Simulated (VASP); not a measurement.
# Ta: single point with PBE

Crystal: Ta.

```xyz
1
Lattice="-1.8304 1.6560 1.6560 1.6560 -1.8304 1.6560 1.6560 1.6560 -1.8304" Properties=species:S:1:pos:R:3 pbc="T T T"
Ta    0.0000    0.0000    0.0000
```

This cell differs from its parent crystal: ratio of the length along [111] to the lengths across it x 0.85, volume and fractional coordinates fixed.

```
Program                : VASP 6.6.1
Task                   : single point
Functional             : PBE
Potentials or basis    : VASP PAW PBE potentials, release 64 (Ta_pv)
Cutoff                 : 520 eV
k mesh                 : 22 × 22 × 22
Occupations            : gaussian, width 0.15 eV
Spin                   : no spin polarisation
Dipole correction      : no
Further INCAR settings : ALGO = Fast; EDIFF = 1e-06; NBANDS = 12
```

```yaml
Pressure: 6.6 GPa
Band_gap_on_the_k_mesh: zero (an odd number of electrons rules out a gap without spin polarisation)
```

Stress tensor (GPa, compression positive):
```
6.64 9.35 9.35
9.35 6.64 9.35
9.35 9.35 6.64
```

Levels at points of the mesh, in eV from the Fermi level:
```csv
k point,band 4,band 5,band 6,band 7,band 8,band 9
"(0.00, 0.00, 0.00)",-8.02,-1.14,0.81,0.81,4.77,4.77
"(0.50, 0.00, 0.00)",-4.37,-1.52,2.41,3.13,3.69,7.45
"(0.50, 0.50, 0.00)",-4.66,-2.23,0.67,5.02,5.61,7.10
"(0.50, 0.50, 0.50)",-3.98,-3.98,5.61,5.61,8.11,8.11
```

It took 59 s on 1 thread of Intel(R) Xeon(R) 6975P-C (Granite Rapids), with other jobs on the host, peak memory 0.32 GiB.

Caveat: the cell stands under pressure; spin-orbit coupling is left out, which moves the levels of the heavy elements.
